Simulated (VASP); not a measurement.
# Ge (Cmcm) in VASP: single point with RPBE+D3(BJ)

Aim: the single point of Ge with RPBE+D3(BJ).

Everything below comes from runs of VASP 6.6.1. Logs are shortened: lines on timing, memory, paths and dates and some standing lists are left out, and cuts for length are marked.

## Step 1: The cell of the first run

The structure is orthorhombic, space group Cmcm (No. 63). The conventional cell has a = 2.738 Å, b = 4.898 Å, c = 4.582 Å, α = 90.00°, β = 90.00°, γ = 90.00°. Ge (site symmetry m2m) has 12 Ge at 2.73 to 2.84 Å within 3.6 Å.

## Step 2: Single point, RPBE+D3(BJ)

Contents of INCAR:

```
SYSTEM = Ge
ALGO = Normal
EDIFF = 1E-7
ENCUT = 520
GGA = RP
ISIF = 2
ISMEAR = -1
IVDW = 12
LASPH = .True.
LCHARG = .True.
LELF = .True.
LREAL = .False.
LVHAR = .True.
LWAVE = .False.
NBANDS = 21
NELM = 80
PREC = Accurate
SIGMA = 0.05
```

Contents of KPOINTS:

```
k-points
0
Gamma
  10 10 6
  0 0 0
```

Contents of POSCAR:

```
Ge
1.0
    1.3688632535     -2.4488336504      0.0000000000
    1.3688632535      2.4488336504      0.0000000000
    0.0000000000      0.0000000000      4.5817071407
Ge
2
Direct
    0.3481999994      0.6518000006      0.2500000000
    0.6518000006      0.3481999994      0.7500000000
```

Potentials or basis: VASP PAW PBE potentials, release 64 (Ge_d).

On the command line:

```sh
$ cat potpaw_PBE.64/Ge_d/POTCAR > POTCAR
$ mpirun -np 1 vasp_std > vasp.out
```

OUTCAR:

```text
SYSTEM = Ge
   EDIFF = 1E-7
   ENCUT = 520
   GGA = RP
   ISIF = 2
   ISMEAR = -1
   IVDW = 12
   LASPH = .True.
   LREAL = .False.
   NELM = 80
   PREC = Accurate
 IVDW          = 12

 ion  position               nearest neighbor table
   1  0.348  0.652  0.250-   2 2.73   2 2.73   2 2.84   2 2.84   2 2.84   2 2.84
   2  0.652  0.348  0.750-   1 2.73   1 2.73   1 2.84   1 2.84   1 2.84   1 2.84

  LATTYP: Found a base centered orthorhombic cell.
 ALAT       =     2.7377265070
 B/A-ratio  =     1.7889541882
 C/A-ratio  =     1.6735445009

  Lattice vectors:

 A1 = (   1.3688632535,  -2.4488336504,   0.0000000000)
 A2 = (   1.3688632535,   2.4488336504,   0.0000000000)
 A3 = (   0.0000000000,   0.0000000000,   4.5817071407)

Analysis of symmetry for initial positions (statically):
=====================================================================
 Subroutine PRICEL returns:
 Original cell was already a primitive cell.

 Routine SETGRP: Setting up the symmetry group for a
 base centered orthorhombic supercell.

 Subroutine GETGRP returns: Found  8 space group operations
 (whereof  4 operations were pure point group operations)
 out of a pool of  8 trial point group operations.

The static configuration has the point symmetry C_2h.
 The point group associated with its full space group is D_2h.

Analysis of symmetry for dynamics (positions and initial velocities):
=====================================================================
 Subroutine PRICEL returns:
 Original cell was already a primitive cell.

 Routine SETGRP: Setting up the symmetry group for a
 base centered orthorhombic supercell.

 Subroutine GETGRP returns: Found  8 space group operations
 (whereof  4 operations were pure point group operations)
 out of a pool of  8 trial point group operations.

The dynamic configuration has the point symmetry C_2h.
 The point group associated with its full space group is D_2h.

 Subroutine INISYM returns: Found  8 space group operations
 (whereof  4 operations are pure point group operations),
 and found     1 'primitive' translations

----------------------------------------------------------------------------------------

                                     Primitive cell

  volume of cell :      30.7168

  direct lattice vectors                    reciprocal lattice vectors
     1.368863254 -2.448833650  0.000000000     0.365266581 -0.204178834  0.000000000
[... 83 lines left out ...]
   LASPH  =      T    aspherical Exc in radial PAW
   ENCUT  =  520.0 eV  38.22 Ry    6.18 a.u.   5.22  5.22  8.52*2*pi/ulx,y,z
   NELM   =     80;   NELMIN=  2; NELMDL= -5     # of ELM steps
   EDIFF  = 0.1E-06   stopping-criterion for ELM
   LREAL  =      F    real-space projection
   EDIFFG = 0.1E-05   stopping-criterion for IOM
   NSW    =      0    number of steps for IOM
   IBRION =     -1    ionic relax: 0-MD 1-quasi-New 2-CG
   NFREE  =      0    steps in history (QN), initial steepest desc. (CG)
   ISIF   =      2    stress and relaxation
   ISYM   =      2    0-nonsym 1-usesym 2-fastsym
   POTIM  = 0.5000    time-step for ionic-motion
   TEBEG  =    0.0;   TEEND  =   0.0 temperature during run
   PSTRESS=    0.0 pullay stress
   NELECT =      28.0000    total number of electrons
   NUPDOWN=      -1.0000    fix difference up-down
   EMIN   =  10.00;   EMAX   =-10.00  energy-range for DOS
   EFERMI =   0.00;   METHOD = LEGACY
   ISMEAR =    -1;   SIGMA  =   0.05  broadening in eV -4-tet -1-fermi 0-gaus
   EFERMI_NEDOS =   21; number of points for ismear=-14 and -15
   IALGO  =     38    algorithm
   IMIX   =      4    mixing-type and parameters
     AMIX     =   0.40;   BMIX     =  1.00
     AMIX_MAG =   1.60;   BMIX_MAG =  1.00
  volume/ion in A,a.u.               =      15.36       103.64
  Fermi-wavevector in a.u.,A,eV,Ry     =   1.587335  2.999628 34.281684  2.519633
  Thomas-Fermi vector in A             =   2.686508
   LORBIT       =      0    0 simple, 1 ext, 2 COOP (PROOUT), +10 PAW based schemes
   GGA     = RP    functional components
   LHFCALC =     F    Hartree Fock is set to
   AEXX    =    0.0000 exact exchange contribution
   IVDW    =    12    specifies the selected vdW correction
   LEPSILON=     F    determine dielectric tensor
   LRPA    =     F    only Hartree local field effects (RPA)
 non-spin polarized calculation
  energy-cutoff  :      520.00
  volume of cell :       30.72
 maximum number of plane-waves:       843
 NGX is ok and might be reduce to    24
   NGX = 11   NGY = 11   NGZ = 17

 number of electron      27.9999995 magnetization

 Free energy of the ion-electron system (eV)
  ---------------------------------------------------
  ext. energy  EPLUGINS =         0.00000000
  ---------------------------------------------------
  free energy    TOTEN  =        -7.08220141 eV

  energy without entropy =       -7.07877200  energy(sigma->0) =       -7.08048670

 E-fermi :   9.3696     XC(G=0): -12.2672

 val. band max:        9.3644342211   @ k =   0.4000   0.4000   0.5000
 cond. band min:       9.4440315609   @ k =   0.2000   0.1000   0.0000
 fundamental gap:      0.0795973398
 Fermi energy:         9.3696002053

 k-point     1 :       0.0000    0.0000    0.0000
  band No.  band energies     occupation
      1     -15.6018      2.00000
      2     -15.5935      2.00000
      3     -15.5814      2.00000
      4     -15.5539      2.00000
      5     -15.5489      2.00000
      6     -15.5407      2.00000
[... 565 lines left out ...]
     20      27.3404      0.00000
     21      28.7138      0.00000

 [... further k-points ...]

------------------------ aborting loop because EDIFF is reached ----------------------------------------

 Edisp (eV)   -4.50809

 E8    (eV) :    -2.9744

  FORCE on cell =-STRESS in cart. coord.  units (eV):
  Direction    XX          YY          ZZ          XY          YZ          ZX
  --------------------------------------------------------------------------------------
  -------------------------------------------------------------------------------------
  Total       0.02983     0.02447     0.02400     0.00000    -0.00000     0.00000
  in kB       1.55594     1.27643     1.25201     0.00000    -0.00000     0.00000
  external pressure =        1.36 kB  Pullay stress =        0.00 kB

 VOLUME and BASIS-vectors are now :
 -----------------------------------------------------------------------------
  energy-cutoff  :      520.00
  volume of cell :       30.72
      direct lattice vectors                 reciprocal lattice vectors
     1.368863254 -2.448833650  0.000000000     0.365266581 -0.204178834  0.000000000
     1.368863254  2.448833650  0.000000000     0.365266581  0.204178834  0.000000000
     0.000000000  0.000000000  4.581707141     0.000000000  0.000000000  0.218259258

 POSITION                                       TOTAL-FORCE (eV/Angst)
 -----------------------------------------------------------------------------------
      1.36886      0.74347      1.14543         0.000000     -0.001374     -0.000000
      1.36886     -0.74347      3.43628         0.000000      0.001374      0.000000
 -----------------------------------------------------------------------------------
    total drift:                               -0.000000     -0.000000     -0.000000

  FREE ENERGIE OF THE ION-ELECTRON SYSTEM (eV)
  ---------------------------------------------------
  free  energy   TOTEN  =       -11.5902921426 eV

  energy  without entropy=      -11.5868627362  energy(sigma->0) =      -11.58857744
```

stdout:

```text
POSCAR found type information on POSCAR Ge
 POSCAR found :  1 types and       2 ions
 scaLAPACK will be used
 -----------------------------------------------------------------------------
|                                                                             |
|                                                                             |
|     You enforced a specific xc type in the INCAR file but a different       |
|     I HOPE YOU KNOW WHAT YOU ARE DOING!                                     |
|                                                                             |
 -----------------------------------------------------------------------------

 LDA part: xc-table for (Slater+PW92), standard interpolation
 POSCAR, INCAR and KPOINTS ok, starting setup
 FFT: planning ... GRIDC
 FFT: planning ... GRID_SOFT
 FFT: planning ... GRID
 WAVECAR not read
 entering main loop
```

Run time: 25 s. Hardware: 1 thread of Intel Xeon 6975P-C (Granite Rapids), shared host; peak memory 0.2 GiB.

What came out:

```yaml
Free_energy: -11.5903 eV
Pressure: 0.1 GPa
Band_gap_on_the_k_mesh: zero (band 14 reaches 17.38 eV, above the bottom of band 15 at 6.64 eV)
Dispersion_energy_per_atom: -2.254 eV
```

Levels at points of the mesh, in eV from the Fermi level:
| k point | band 11 | band 12 | band 13 | band 14 | band 15 | band 16 | band 17 | band 18 |
| --- | --- | --- | --- | --- | --- | --- | --- | --- |
| (0.00, 0.00, 0.00) | -15.10 | -8.46 | -6.97 | 7.82 | 9.18 | 10.65 | 10.86 | 11.19 |
| (0.50, 0.00, 0.00) | -8.93 | -7.78 | -2.14 | -1.87 | -1.43 | 1.40 | 2.91 | 6.57 |
| (0.50, 0.50, 0.00) | -9.06 | -8.36 | -2.38 | -2.09 | -1.18 | 0.34 | 3.80 | 7.74 |
| (0.00, 0.00, 0.50) | -13.28 | -13.28 | 1.35 | 1.35 | 9.37 | 9.37 | 10.23 | 10.23 |
| (0.50, 0.00, 0.50) | -7.19 | -7.19 | -5.89 | -5.89 | 4.61 | 4.61 | 5.86 | 5.86 |
| (0.50, 0.50, 0.50) | -7.39 | -7.39 | -6.32 | -6.32 | 5.61 | 5.61 | 5.63 | 5.63 |

Caveat: the PAW data sets were made with another functional, which shifts forces and pressure a little; pairwise dispersion overbinds metals, which lowers pressure and volume.
